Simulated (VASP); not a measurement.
Here is a VASP 6.6.1 calculation.

File INCAR:

```
ALGO = Normal
EDIFF = 1E-6
EDIFFG = -0.01
ENCUT = 600
GGA = PE
IBRION = 2
ISIF = 3
ISMEAR = 0
LASPH = True
LCHARG = False
LREAL = False
LWAVE = False
NELM = 100
NSW = 100
PREC = Accurate
SIGMA = 0.1
```

File KPOINTS:

```
k-points
0
Gamma
  6 6 8
```

File POSCAR:

```
La4ZrO
1.0
    6.2046212904      0.0000000000      0.0000000000
   -3.1023106452      5.3733596584      0.0000000000
    0.0000000000      0.0000000000      5.5926911761
La Zr O
4 1 1
Direct
    0.6666666667      0.3333333333      0.0000000000
    0.0073154290      0.5036577145      0.5000000000
    0.4963422855      0.5036577145      0.5000000000
    0.4963422855      0.9926845710      0.5000000000
    0.3333333333      0.6666666667      0.0000000000
    0.0000000000      0.0000000000      0.0000000000
```

Potentials or basis: VASP PAW PBE potentials, release 64 (La, Zr_sv, O).

The run is started by

```console
$ cat potpaw_PBE.64/La/POTCAR potpaw_PBE.64/Zr_sv/POTCAR potpaw_PBE.64/O/POTCAR > POTCAR
$ mpirun -np 1 vasp_std > vasp.out
```

Problem. Predict the relaxed volume.

Solution. 32.05 Å³/atom.

Problem. Estimate the space group after relaxing (to 0.1 Å).

Solution. P-6m2 (No. 187).

Problem. What does it give for the band gap on the k mesh?

Solution. Zero (bands 31 and 32 overlap by 0.84 eV).

Problem. Predict the relaxed cell.

Solution. a = 6.393 Å, b = 6.393 Å, c = 5.434 Å, α = 90.00°, β = 90.00°, γ = 120.00°.

Forces in eV/Å, atoms in the order of the input:
```
La   0.000  0.000  0.000
La   0.004  0.002  0.000
La  -0.004  0.002  0.000
La   0.000 -0.005  0.000
Zr   0.000  0.000  0.000
O    0.000  0.000  0.000
```

Caveat: spin-orbit coupling is left out, which moves the levels of the heavy elements.
